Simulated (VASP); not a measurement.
# AlNi (P1) in VASP: a series of runs, part 2 of 2

VASP 6.6.1.

## (5) Single point, LDA, collinear spin, ferromagnetic start

This run uses another cell than the first one, of 12.31 Å³/atom, 1.005 times its volume.

INCAR reads:

```
SYSTEM = AlNi
PREC = Accurate
ENCUT = 520
EDIFF = 1E-6
ISMEAR = -1
SIGMA = 0.1
LREAL = .False.
LASPH = .True.
NELM = 150
ALGO = Normal
ISIF = 2
LWAVE = .False.
LCHARG = .False.
ISPIN = 2
MAGMOM = 0 1
LORBIT = 11
LMAXMIX = 4
GGA = CA
NBANDS = 18
```

KPOINTS reads:

```
Automatic mesh
0
Gamma
  7 7 7
  0 0 0
```

POSCAR reads:

```
AlNi
1.0
    2.8691800000     -0.0578400000      0.0015600000
   -0.0578400000      2.9876700000     -0.0504200000
    0.0015600000     -0.0504200000      2.8739200000
Al Ni
1 1
Direct
    0.9977500000      0.0111100000      0.9934100000
    0.4965466614      0.4936762557      0.5033003543
```

Potentials or basis: VASP PAW LDA potentials, release 64 (Al, Ni).

On the command line:

```sh
$ cat potpaw_LDA.64/Al/POTCAR potpaw_LDA.64/Ni/POTCAR > POTCAR
$ mpirun -np 1 vasp_std > vasp.out
```

OUTCAR:

```text
SYSTEM = AlNi
   PREC = Accurate
   ENCUT = 520
   EDIFF = 1E-6
   ISMEAR = -1
   LREAL = .False.
   LASPH = .True.
   NELM = 150
   ISIF = 2
   ISPIN = 2
   LORBIT = 11
   GGA = CA

 ion  position               nearest neighbor table
   1  0.998  0.011  0.993-   2 2.44   2 2.47   2 2.47   2 2.51   2 2.54   2 2.54   2 2.57   2 2.63

   2  0.497  0.494  0.503-   1 2.44   1 2.47   1 2.47   1 2.51   1 2.54   1 2.54   1 2.57   1 2.63

  LATTYP: Found a triclinic cell.
 ALAT       =     2.8697633651
 B/A-ratio  =     1.4143280932
 C/A-ratio  =     1.8013182881
 COS(alpha) =     0.0008001525
 COS(beta)  =     0.5787902523
 COS(gamma) =     0.7060299655

  Lattice vectors:

 A1 = (  -2.8691800000,   0.0578400000,  -0.0015600000)
 A2 = (  -2.8676200000,   0.0074200000,   2.8723600000)
 A3 = (  -2.9285800000,   3.0959300000,  -2.9259000000)

Analysis of symmetry for initial positions (statically):
=====================================================================
 Subroutine PRICEL returns:
 Original cell was already a primitive cell.

 Routine SETGRP: Setting up the symmetry group for a
 triclinic supercell.

 Subroutine GETGRP returns: Found  1 space group operations
 (whereof  1 operations were pure point group operations)
 out of a pool of  2 trial point group operations.

The static configuration has the point symmetry C_1 .

Analysis of symmetry for dynamics (positions and initial velocities):
=====================================================================
 Subroutine PRICEL returns:
 Original cell was already a primitive cell.

 Routine SETGRP: Setting up the symmetry group for a
 triclinic supercell.

 Subroutine GETGRP returns: Found  1 space group operations
 (whereof  1 operations were pure point group operations)
 out of a pool of  2 trial point group operations.

The dynamic configuration has the point symmetry C_1 .

Analysis of structural, dynamic, and magnetic symmetry:
=====================================================================
 Subroutine PRICEL returns:
[... 148 lines left out ...]

 number of electron      13.0000005 magnetization       0.0002772

 Free energy of the ion-electron system (eV)
  ---------------------------------------------------
  ext. energy  EPLUGINS =         0.00000000
  ---------------------------------------------------
  free energy    TOTEN  =       -12.11172187 eV

  energy without entropy =      -12.09192478  energy(sigma->0) =      -12.10182333

 E-fermi :   9.4714     XC(G=0): -12.1568

 val. band max:        9.3575154946   @ k =  -0.2857   0.4286   0.2857
 cond. band min:       9.4765929515   @ k =  -0.2857   0.2857   0.4286
 fundamental gap:      0.1190774569
 Fermi energy:         9.4714319439

 spin component 1

 k-point     1 :       0.0000    0.0000    0.0000
  band No.  band energies     occupation
      1      -1.5035      1.00000
      2       6.2498      1.00000
      3       6.2855      1.00000
      4       7.7994      1.00000
      5       7.8302      1.00000
      6       7.9764      1.00000
[... 493 lines left out ...]
     17      31.0936      0.00000
     18      33.8038      0.00000

 [... further k-points ...]

 spin component 2

 k-point     1 :       0.0000    0.0000    0.0000
  band No.  band energies     occupation
      1      -1.5036      1.00000
      2       6.2500      1.00000
      3       6.2857      1.00000
      4       7.7995      1.00000
      5       7.8303      1.00000
      6       7.9765      1.00000
[... 493 lines left out ...]
     17      31.0936      0.00000
     18      33.8038      0.00000

 [... further k-points ...]
[... 5 lines left out ...]
  --------------------------------------------------------------------------------------
  -------------------------------------------------------------------------------------
  Total       -1.6105641     -2.0840475     -1.6438704      0.5996967      0.4878384      0.0739223
  in kB     -104.8145650   -135.6285890   -106.9821191     39.0279071     31.7482386      4.8108213
  external PRESSURE =    -115.8084244 kB  Pullay stress =       0.0000000 kB

 VOLUME and BASIS-vectors are now :
 -----------------------------------------------------------------------------
  energy-cutoff  :      520.00
  volume of cell :       24.62
      direct lattice vectors                 reciprocal lattice vectors
     2.869180000 -0.057840000  0.001560000     0.348667725  0.006748861 -0.000070859
    -0.057840000  2.987670000 -0.050420000     0.006748861  0.334938747  0.005872496
     0.001560000 -0.050420000  2.873920000    -0.000070859  0.005872496  0.348059863

 POSITION                                       TOTAL-FORCE (eV/Angst)
 -----------------------------------------------------------------------------------
      2.86363     -0.07460      2.85598        -0.059980     -0.222345      0.092490
      1.39691      1.42085      1.42233         0.059980      0.222345     -0.092490
 -----------------------------------------------------------------------------------
    total drift:                                0.000144     -0.000226     -0.000342

  FREE ENERGIE OF THE ION-ELECTRON SYSTEM (eV)
  ---------------------------------------------------
  free  energy   TOTEN  =       -12.1117218698 eV

  energy  without entropy=      -12.0919247843  energy(sigma->0) =      -12.10182333

 total charge

# of ion       s       p       d       tot
------------------------------------------
    1        0.389   0.406   0.000   0.795
    2        0.472   0.490   8.487   9.449
--------------------------------------------------
tot          0.861   0.896   8.487  10.244

 magnetization (x)

# of ion       s       p       d       tot
------------------------------------------
    1       -0.000  -0.000   0.000  -0.000
    2        0.000  -0.000   0.000   0.000
--------------------------------------------------
tot          0.000  -0.000   0.000   0.000
```

OSZICAR:

```text
N       E                     dE             d eps       ncg     rms          rms(c)
DAV:   1     0.435802585983E+02    0.43580E+02   -0.50763E+03 12872   0.755E+02
DAV:   2    -0.107310222289E+02   -0.54311E+02   -0.47612E+02 13278   0.161E+02
DAV:   3    -0.133841797108E+02   -0.26532E+01   -0.25930E+01 14870   0.366E+01
DAV:   4    -0.134165671171E+02   -0.32387E-01   -0.32358E-01 14428   0.358E+00
DAV:   5    -0.134171730484E+02   -0.60593E-03   -0.60589E-03 14262   0.536E-01    0.121E+01
DAV:   6    -0.156537164595E+02   -0.22365E+01   -0.41660E+01 13974   0.751E+01    0.164E+01
DAV:   7    -0.121506030289E+02    0.35031E+01   -0.12511E+01 14144   0.446E+01    0.165E+00
DAV:   8    -0.121273258184E+02    0.23277E-01   -0.33018E-01 16456   0.539E+00    0.103E+00
DAV:   9    -0.121119842654E+02    0.15342E-01   -0.37829E-02 16050   0.197E+00    0.437E-01
DAV:  10    -0.121118851550E+02    0.99110E-04   -0.10367E-03 18168   0.296E-01    0.160E-01
DAV:  11    -0.121117151916E+02    0.16996E-03   -0.21150E-04 15042   0.117E-01    0.707E-02
DAV:  12    -0.121117275155E+02   -0.12324E-04   -0.59513E-05 17628   0.684E-02    0.400E-02
DAV:  13    -0.121117219723E+02    0.55432E-05   -0.19875E-05 16144   0.524E-02    0.657E-03
DAV:  14    -0.121117218698E+02    0.10245E-06   -0.44075E-07  7374   0.584E-03
   1 F= -.12111722E+02 E0= -.12101823E+02  d E =-.197971E-01  mag=    -0.0001
```

It took 37 s on 1 thread of Intel Xeon 6975P-C (Granite Rapids), shared host; peak memory 0.22 GiB.

What came out:

```
Free energy                                           : -12.1117 eV
Pressure                                              : -11.6 GPa
Largest force                                         : 0.248 eV/Å
Net moment                                            : 0.00 μB per cell
Valence electrons inside the program's atomic spheres : Al 0.80; Ni 9.45
```

Forces on the atoms (eV/Å):
```
Al  -0.060 -0.222  0.092
Ni   0.060  0.222 -0.092
```

Levels at points of the mesh, in eV from the Fermi level:
Spin up:
| k point | band 2 | band 3 | band 4 | band 5 | band 6 | band 7 | band 8 | band 9 | band 10 | band 11 |
| --- | --- | --- | --- | --- | --- | --- | --- | --- | --- | --- |
| (0.00, 0.00, 0.00) | -3.22 | -3.19 | -1.67 | -1.64 | -1.50 | 4.36 | 5.70 | 5.77 | 7.82 | 8.21 |
Spin down:
```tsv
k point	band 2	band 3	band 4	band 5	band 6	band 7	band 8	band 9	band 10	band 11
(0.00, 0.00, 0.00)	-3.22	-3.19	-1.67	-1.64	-1.49	4.36	5.70	5.77	7.82	8.21
```
